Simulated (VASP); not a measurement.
Here is a VASP 6.6.1 calculation.

Contents of POSCAR:

```
Au
1.0
    0.0000000000      2.0454457639      2.0454457639
    2.0454457639      0.0000000000      2.0454457639
    2.0454457639      2.0454457639      0.0000000000
Au
1
Direct
    0.0000000000      0.0000000000      0.0000000000
```

File INCAR.step1:

```
PREC = Accurate ; ENCUT = 520
EDIFF = 1E-5 ; ISMEAR = -1
SIGMA = 0.05 ; LREAL = False
LASPH = True ; NELM = 100
ALGO = Normal ; ISIF = 2
LWAVE = True ; LCHARG = False
NBANDS = 12 ; GGA = PE
```

Contents of INCAR.step2:

```
PREC = Accurate ; ENCUT = 520
EDIFF = 1E-6 ; ISMEAR = -1
SIGMA = 0.05 ; LREAL = False
LASPH = True ; NELM = 100
ALGO = Normal ; ISIF = 2
LWAVE = False ; LCHARG = False
GGA = PS ; LHFCALC = True
AEXX = 0.25 ; HFSCREEN = 0.207
PRECFOCK = Normal ; NBANDS = 12
ISTART = 1
```

Contents of KPOINTS:

```
Automatic mesh
0
Gamma
  6 6 6
```

Potentials or basis: VASP PAW PBE potentials, release 64 (Au).

Run with:

```console
$ cat potpaw_PBE.64/Au/POTCAR > POTCAR
$ cp INCAR.step1 INCAR
$ mpirun -np 1 vasp_std > vasp.out
$ cp INCAR.step2 INCAR
$ mpirun -np 1 vasp_std > vasp.out
```

What does it give for the pressure?

0.0 GPa.

Estimate the band gap on the k mesh.

zero (an odd number of electrons rules out a gap without spin polarisation).

Caveat: the k points lie up to 0.44 Å⁻¹ apart, too coarse for converged energies and pressures of a metal; the PAW data sets were made with another functional, which shifts forces and pressure a little; spin-orbit coupling is left out, which moves the levels of the heavy elements.
